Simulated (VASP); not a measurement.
A run of VASP 6.6.1 is set up as follows.

INCAR

```
ALGO = Normal ; EDIFF = 1E-7
EDIFFG = -0.04 ; ENCUT = 600
GGA = PE ; IBRION = 2
ISIF = 3 ; ISMEAR = 0
LASPH = True ; LCHARG = False
LREAL = False ; LWAVE = False
NELM = 80 ; NSW = 90
PREC = Accurate ; SIGMA = 0.1
```

The input KPOINTS:

```
k-points
0
Gamma
  3 3 6
```

File POSCAR:

```
Zr3H
1.0
    7.4946401837      0.0000000000      0.0000000000
   -3.7473200919      6.4905487913      0.0000000000
    0.0000000000      0.0000000000      3.2068837592
Zr H
6 2
Direct
    0.2008844885      0.4017689770      0.2500000000
    0.5982310230      0.7991155115      0.2500000000
    0.2008844885      0.7991155115      0.2500000000
    0.7991155115      0.5982310230      0.7500000000
    0.4017689770      0.2008844885      0.7500000000
    0.7991155115      0.2008844885      0.7500000000
    0.3333333333      0.6666666667      0.7500000000
    0.6666666667      0.3333333333      0.2500000000
```

Potentials or basis: VASP PAW PBE potentials, release 64 (Zr_sv, H).

The run is started by

```sh
$ cat potpaw_PBE.64/Zr_sv/POTCAR potpaw_PBE.64/H/POTCAR > POTCAR
$ mpirun -np 1 vasp_std > vasp.out
```

Task: Estimate the relaxed volume.

Result: 19.64 Å³/atom.

Task: Estimate the relaxed cell.

Result: a = 7.564 Å, b = 7.564 Å, c = 3.172 Å, α = 90.00°, β = 90.00°, γ = 120.00°.

Forces on the atoms (eV/Å):
```
Zr   0.000  0.030  0.000
Zr  -0.026 -0.015  0.000
Zr   0.026 -0.015  0.000
Zr   0.000 -0.030  0.000
Zr   0.026  0.015  0.000
Zr  -0.026  0.015  0.000
H    0.000  0.000  0.000
H    0.000  0.000  0.000
```
